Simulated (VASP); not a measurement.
# SnO2 (Cm) in VASP: single point with PBE+D3(BJ)

Aim: the single point of SnO2 with PBE+D3(BJ).

All numbers are computed with VASP 6.6.1; they aren't measurements. Logs are shortened: lines on timing, memory, paths and dates and some standing lists are left out, and cuts for length are marked.

### 1 The cell of the first run

The structure is monoclinic, space group Cm (No. 8). Conventional cell: a = 5.607 Å, b = 3.237 Å, c = 4.680 Å, α = 90.00°, β = 113.54°, γ = 90.00°. Sn (site symmetry m) has 6 O at 2.05 to 2.27 Å within 2.7 Å. O (site symmetry m) has 3 Sn at 2.07 to 2.21 Å and 1 O at 2.54 Å within 2.7 Å. O (site symmetry m) has 3 Sn at 2.05 to 2.27 Å and 1 O at 2.54 Å within 2.7 Å.

### 2 Single point, PBE+D3(BJ) (atoms displaced along several vibrational modes)

INCAR reads:

```
PREC = Accurate
ENCUT = 520
EDIFF = 1E-7
ISMEAR = 0
SIGMA = 0.05
LREAL = F
LASPH = T
NELM = 80
ALGO = Normal
ISIF = 2
LWAVE = F
LCHARG = T
GGA = PE
IVDW = 12
LELF = T
LVHAR = T
NBANDS = 64
```

KPOINTS reads:

```
Automatic mesh
0
Gamma
  6 6 6
```

POSCAR reads:

```
SnO2
1.0
    3.2373377712      1.8690778337      4.2908446647
   -3.2373377712      1.8690778337      4.2908446647
    0.0000000000     -3.7381556673      4.2908446647
Sn O
4 8
Direct
    0.8659909355      0.8641729191      0.8641729192
    0.3659833886      0.3641998459      0.8641819553
    0.3659833886      0.8641819552      0.3641998460
    0.8659947477      0.3641920709      0.3641920710
    0.1413509887      0.6111037506      0.6111037283
    0.6412955963      0.1111125832      0.6111017399
    0.6412955963      0.6111017621      0.1111125610
    0.5793682562      0.6229218803      0.6229219019
    0.1413313643      0.1111146581      0.1111146359
    0.0793165380      0.1229412300      0.6229051143
    0.0793165380      0.6229050927      0.1229412516
    0.5793791736      0.1229179970      0.1229180187
```

Potentials or basis: VASP PAW PBE potentials, release 64 (Sn_d, O).

Command:

```console
$ cat potpaw_PBE.64/Sn_d/POTCAR potpaw_PBE.64/O/POTCAR > POTCAR
$ mpirun -np 1 vasp_std > vasp.out
```

OUTCAR:

```text
PREC = Accurate
   ENCUT = 520
   EDIFF = 1E-7
   ISMEAR = 0
   LREAL = F
   LASPH = T
   NELM = 80
   ISIF = 2
   GGA = PE
   IVDW = 12
 IVDW          = 12

 ion  position               nearest neighbor table
   1  0.866  0.864  0.864-  10 2.05  11 2.05   7 2.07   6 2.07   5 2.21  12 2.27   2 3.24   3 3.24
                             4 3.24   4 3.24   2 3.24   3 3.24
   2  0.366  0.364  0.864-   8 2.05  12 2.05   5 2.07   9 2.07   6 2.21  11 2.27   3 3.24   1 3.24
                             4 3.24   4 3.24   1 3.24   3 3.24
   3  0.366  0.864  0.364-   8 2.05  12 2.05   5 2.07   9 2.07   7 2.21  10 2.27   2 3.24   1 3.24
                             4 3.24   4 3.24   1 3.24   2 3.24
   4  0.866  0.364  0.364-  11 2.05  10 2.05   6 2.07   7 2.07   9 2.21   8 2.27   3 3.24   2 3.24
                             1 3.24   1 3.24   3 3.24   2 3.24
   5  0.141  0.611  0.611-   3 2.07   2 2.07   1 2.21
   6  0.641  0.111  0.611-   1 2.07   4 2.07   2 2.21
   7  0.641  0.611  0.111-   1 2.07   4 2.07   3 2.21
   8  0.579  0.623  0.623-   2 2.05   3 2.05   4 2.27
   9  0.141  0.111  0.111-   2 2.07   3 2.07   4 2.21
  10  0.079  0.123  0.623-   4 2.05   1 2.05   3 2.27
  11  0.079  0.623  0.123-   4 2.05   1 2.05   2 2.27
  12  0.579  0.123  0.123-   3 2.05   2 2.05   1 2.27

  LATTYP: Found a trigonal (rhomboedric) cell.
 ALAT       =     5.6907957027
 COS(alpha) =     0.3527679204

  Lattice vectors:

 A1 = (   3.2373377712,   1.8690778337,   4.2908446647)
 A2 = (  -3.2373377712,   1.8690778337,   4.2908446647)
 A3 = (   0.0000000000,  -3.7381556673,   4.2908446647)

Analysis of symmetry for initial positions (statically):
=====================================================================
 Subroutine PRICEL returns:
 Original cell was already a primitive cell.

 Routine SETGRP: Setting up the symmetry group for a
 trigonal (rhombohedral) supercell.

 Subroutine GETGRP returns: Found  2 space group operations
 (whereof  2 operations were pure point group operations)
 out of a pool of 12 trial point group operations.

The static configuration has the point symmetry C_1h.

Analysis of symmetry for dynamics (positions and initial velocities):
=====================================================================
 Subroutine PRICEL returns:
 Original cell was already a primitive cell.

 Routine SETGRP: Setting up the symmetry group for a
 trigonal (rhombohedral) supercell.

 Subroutine GETGRP returns: Found  2 space group operations
 (whereof  2 operations were pure point group operations)
 out of a pool of 12 trial point group operations.

The dynamic configuration has the point symmetry C_1h.

 Subroutine INISYM returns: Found  2 space group operations
 (whereof  2 operations are pure point group operations),
 and found     1 'primitive' translations

----------------------------------------------------------------------------------------

                                     Primitive cell

  volume of cell :     155.7792

  direct lattice vectors                    reciprocal lattice vectors
     3.237337771  1.869077834  4.290844665     0.154447894  0.089170533  0.077684782
    -3.237337771  1.869077834  4.290844665    -0.154447894  0.089170533  0.077684782
     0.000000000 -3.738155667  4.290844665     0.000000000 -0.178341066  0.077684782

  length of vectors
     5.690795703  5.690795703  5.690795703     0.194526248  0.194526248  0.194526248

  position of ions in fractional coordinates (direct lattice)
     0.865990936  0.864172919  0.864172919
     0.365983389  0.364199846  0.864181955
     0.365983389  0.864181955  0.364199846
     0.865994748  0.364192071  0.364192071
     0.141350989  0.611103751  0.611103728
     0.641295596  0.111112583  0.611101740
     0.641295596  0.611101762  0.111112561
     0.579368256  0.622921880  0.622921902
     0.141331364  0.111114658  0.111114636
     0.079316538  0.122941230  0.622905114
     0.079316538  0.622905093  0.122941252
     0.579379174  0.122917997  0.122918019

  ion indices of the primitive-cell ions
   primitive index   ion index
                 1           1
                 2           2
                 3           3
                 4           4
                 5           5
                 6           6
                 7           7
                 8           8
                 9           9
                10          10
                11          11
                12          12

----------------------------------------------------------------------------------------

 KPOINTS: Automatic mesh

Automatic generation of k-mesh.
 Grid dimensions read from file:
 generate k-points for:    6    6    6

 Generating k-lattice:

  Cartesian coordinates                     Fractional coordinates (reciprocal lattice)
     0.025741316  0.014861756  0.012947464     0.166666667  0.000000000  0.000000000
    -0.025741316  0.014861756  0.012947464     0.000000000  0.166666667  0.000000000
     0.000000000 -0.029723511  0.012947464     0.000000000  0.000000000  0.166666667

  Length of vectors
     0.032421041  0.032421041  0.032421041

  Shift w.r.t. Gamma in fractional coordinates (k-lattice)
     0.000000000  0.000000000  0.000000000

 Subroutine IBZKPT returns following result:
 ===========================================

 Found     68 irreducible k-points:

 Following reciprocal coordinates:
            Coordinates               Weight
  0.000000  0.000000  0.000000      1.000000
  0.166667 -0.000000  0.000000      2.000000
 -0.000000  0.166667  0.000000      4.000000
  0.333333  0.000000  0.000000      2.000000
  0.000000  0.333333  0.000000      4.000000
  0.500000  0.000000 -0.000000      1.000000
[... 16 lines left out ...]
  0.500000  0.333333  0.000000      4.000000
  0.000000  0.500000  0.333333      4.000000
 [... further k-points ...]
   k-points           NKPTS =     68   k-points in BZ     NKDIM =     68   number of bands    NBANDS=     64
   number of dos      NEDOS =    301   number of ions     NIONS =     12
   total plane-waves  NPLWV =  74088
   dimension x,y,z NGX =    42 NGY =   42 NGZ =   42
   dimension x,y,z NGXF=    84 NGYF=   84 NGZF=   84
   ions per type =               4   8
   NGX,Y,Z   is equivalent  to a cutoff of  12.27, 12.27, 12.27 a.u.
   NGXF,Y,Z  is equivalent  to a cutoff of  24.54, 24.54, 24.54 a.u.
 SYSTEM =  unknown system
   PREC   = accura    normal or accurate (medium, high low for compatibility)
   ISTART =      0    job   : 0-new  1-cont  2-samecut
   ICHARG =      2    charge: 1-file 2-atom 10-const
   ISPIN  =      1    spin polarized calculation?
   LNONCOLLINEAR =      F non collinear calculations
   LSORBIT =      F    spin-orbit coupling
   LASPH  =      T    aspherical Exc in radial PAW
   ENCUT  =  520.0 eV  38.22 Ry    6.18 a.u.  10.58 10.58 10.58*2*pi/ulx,y,z
   NELM   =     80;   NELMIN=  2; NELMDL= -5     # of ELM steps
   EDIFF  = 0.1E-06   stopping-criterion for ELM
   LREAL  =      F    real-space projection
   EDIFFG = 0.1E-05   stopping-criterion for IOM
   NSW    =      0    number of steps for IOM
   IBRION =     -1    ionic relax: 0-MD 1-quasi-New 2-CG
   NFREE  =      0    steps in history (QN), initial steepest desc. (CG)
   ISIF   =      2    stress and relaxation
   ISYM   =      2    0-nonsym 1-usesym 2-fastsym
   POTIM  = 0.5000    time-step for ionic-motion
   TEBEG  =    0.0;   TEEND  =   0.0 temperature during run
   PSTRESS=    0.0 pullay stress
   NELECT =     104.0000    total number of electrons
   NUPDOWN=      -1.0000    fix difference up-down
   EMIN   =  10.00;   EMAX   =-10.00  energy-range for DOS
   EFERMI =   0.00;   METHOD = LEGACY
   ISMEAR =     0;   SIGMA  =   0.05  broadening in eV -4-tet -1-fermi 0-gaus
   EFERMI_NEDOS =   21; number of points for ismear=-14 and -15
   IALGO  =     38    algorithm
   IMIX   =      4    mixing-type and parameters
     AMIX     =   0.40;   BMIX     =  1.00
     AMIX_MAG =   1.60;   BMIX_MAG =  1.00
  volume/ion in A,a.u.               =      12.98        87.60
  Fermi-wavevector in a.u.,A,eV,Ry     =   1.430813  2.703844 27.854188  2.047225
  Thomas-Fermi vector in A             =   2.550617
   LORBIT       =      0    0 simple, 1 ext, 2 COOP (PROOUT), +10 PAW based schemes
   GGA     = PE    functional components
   LHFCALC =     F    Hartree Fock is set to
   AEXX    =    0.0000 exact exchange contribution
   IVDW    =    12    specifies the selected vdW correction
   LEPSILON=     F    determine dielectric tensor
   LRPA    =     F    only Hartree local field effects (RPA)
 non-spin polarized calculation
 Gauss-broadening in eV      SIGMA  =   0.05
  energy-cutoff  :      520.00
  volume of cell :      155.78
 maximum number of plane-waves:      4212
   NGX = 21   NGY = 21   NGZ = 21

 number of electron     104.0000052 magnetization

 Free energy of the ion-electron system (eV)
  ---------------------------------------------------
  ext. energy  EPLUGINS =         0.00000000
  ---------------------------------------------------
  free energy    TOTEN  =       -71.76916617 eV

  energy without entropy =      -71.76916617  energy(sigma->0) =      -71.76916617

 E-fermi :   5.2176     XC(G=0): -10.7283

 val. band max:        4.9714574862   @ k =  -0.0000  -0.3333   0.3333
 cond. band min:       6.3964780839   @ k =   0.0000   0.0000   0.0000
 fundamental gap:      1.4250205976
 Fermi energy:         5.2176492270

 k-point     1 :       0.0000    0.0000    0.0000
  band No.  band energies     occupation
      1     -16.0051      2.00000
      2     -15.9953      2.00000
      3     -15.9953      2.00000
      4     -15.4970      2.00000
      5     -15.1912      2.00000
      6     -15.1814      2.00000
[... 1597 lines left out ...]
     63      14.1679      0.00000
     64      15.0059      0.00000

 [... further k-points ...]

------------------------ aborting loop because EDIFF is reached ----------------------------------------

 Edisp (eV)   -2.41269

 E8    (eV) :    -0.9593

  FORCE on cell =-STRESS in cart. coord.  units (eV):
  Direction    XX          YY          ZZ          XY          YZ          ZX
  --------------------------------------------------------------------------------------
  -------------------------------------------------------------------------------------
  Total       1.89228     3.40674     3.52063    -1.31156     5.66472     9.81158
  in kB      19.46198    35.03810    36.20942   -13.48931    58.26120   100.91138
  external pressure =       30.24 kB  Pullay stress =        0.00 kB

 VOLUME and BASIS-vectors are now :
 -----------------------------------------------------------------------------
  energy-cutoff  :      520.00
  volume of cell :      155.78
      direct lattice vectors                 reciprocal lattice vectors
     3.237337771  1.869077834  4.290844665     0.154447894  0.089170533  0.077684782
    -3.237337771  1.869077834  4.290844665    -0.154447894  0.089170533  0.077684782
     0.000000000 -3.738155667  4.290844665     0.000000000 -0.178341066  0.077684782

 POSITION                                       TOTAL-FORCE (eV/Angst)
 -----------------------------------------------------------------------------------
      0.00589      0.00340     11.13190        -0.219082     -0.126487     -0.170134
      0.00577     -1.86568      6.84117        -0.211010     -0.126554     -0.167578
     -1.61284      0.93784      6.84117        -0.215104     -0.119463     -0.167578
      1.62450      0.93791      6.84123        -0.218185     -0.125969     -0.173550
     -1.52075     -0.87800      5.85082        -1.231931     -0.711255     -0.368960
      1.71638     -0.87808      5.85061        -1.229587     -0.710185     -0.366364
      0.09775      1.92547      5.85061        -1.229831     -0.709761     -0.366364
     -0.14100     -0.08141      7.83170         1.445358      0.834478      0.536693
      0.09782      0.05648      1.55998        -1.230144     -0.710224     -0.368000
     -0.14123     -1.95048      3.54065         1.448811      0.832986      0.538590
     -1.75978      0.85293      3.54065         1.445792      0.838214      0.538590
      1.47772      0.85316      3.54087         1.444912      0.834221      0.534654
 -----------------------------------------------------------------------------------
    total drift:                               -0.004091     -0.002375     -0.000301

  FREE ENERGIE OF THE ION-ELECTRON SYSTEM (eV)
  ---------------------------------------------------
  free  energy   TOTEN  =       -74.1818513972 eV

  energy  without entropy=      -74.1818513972  energy(sigma->0) =      -74.18185140
```

Wall time 7 min (1 thread of Intel Xeon 6975P-C (Granite Rapids), shared host); peak memory 0.57 GiB.

Results:

* Free energy: -74.1819 eV
* Pressure: 3.0 GPa
* Largest force: 1.756 eV/Å
* Band gap on the k mesh: 1.43 eV
* Dispersion energy per atom: -0.201 eV

Forces in eV/Å, atoms in the order of the input:
```
Sn  -0.219 -0.126 -0.170
Sn  -0.211 -0.127 -0.168
Sn  -0.215 -0.119 -0.168
Sn  -0.218 -0.126 -0.174
O   -1.232 -0.711 -0.369
O   -1.230 -0.710 -0.366
O   -1.230 -0.710 -0.366
O    1.445  0.834  0.537
O   -1.230 -0.710 -0.368
O    1.449  0.833  0.539
O    1.446  0.838  0.539
O    1.445  0.834  0.535
```

Stress tensor (GPa, compression positive):
```
 1.95 -1.35 10.09
-1.35  3.50  5.83
10.09  5.83  3.62
```

Caveat: the cell differs from its parent crystal (atoms displaced along several vibrational modes); the cell stands under pressure; spin-orbit coupling is left out, which moves the levels of the heavy elements; forces of over 1 eV/Å act on the atoms, so gaps and moduli don't describe the material at rest. A k mesh can miss the band edges.
